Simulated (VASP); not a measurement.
Here is a VASP 6.6.1 calculation.

File INCAR:

```
PREC = Accurate
ENCUT = 520
EDIFF = 1E-6
ISMEAR = 0
SIGMA = 0.15
LREAL = F
LASPH = T
NELM = 80
ALGO = Normal
ISIF = 2
LWAVE = F
LCHARG = F
GGA = PE
NBANDS = 25
```

File KPOINTS:

```
regular mesh
0
Gamma
  16 16 10
```

File POSCAR:

```
CuO
1.0
    2.0814198224     -2.0824189793      0.1629652982
    2.0814198224      2.0824189793      0.1629652982
   -0.4035322497      0.0000000000      5.1352739038
Cu O
2 2
Direct
    0.0000000000      0.5000000000      0.0000000000
    0.5000000000      0.0000000000      0.5000000000
    0.4916402992      0.4914745998      0.1629066292
    0.4999171503      0.5000828497      0.7500000000
```

Potentials or basis: VASP PAW PBE potentials, release 64 (Cu, O).

Command:

```sh
$ cat potpaw_PBE.64/Cu/POTCAR potpaw_PBE.64/O/POTCAR > POTCAR
$ mpirun -np 1 vasp_std > vasp.out
```

(1) Predict the largest force.

(2) Estimate the band gap on the k mesh.

(3) Predict the pressure.

## Answers

(1) 7.789 eV/Å.

(2) zero (bands 17 and 18 overlap by 0.99 eV).

(3) 16.3 GPa.

Caveat: the cell differs from its parent crystal (atom 3 (O) moved by (+0.000, -0.450) A along y and z); the cell stands under pressure; semilocal functionals often make such compounds metallic where correlation or magnetic order opens a gap, which also shifts bond lengths; forces of over 1 eV/Å act on the atoms, so gaps and moduli don't describe the material at rest.
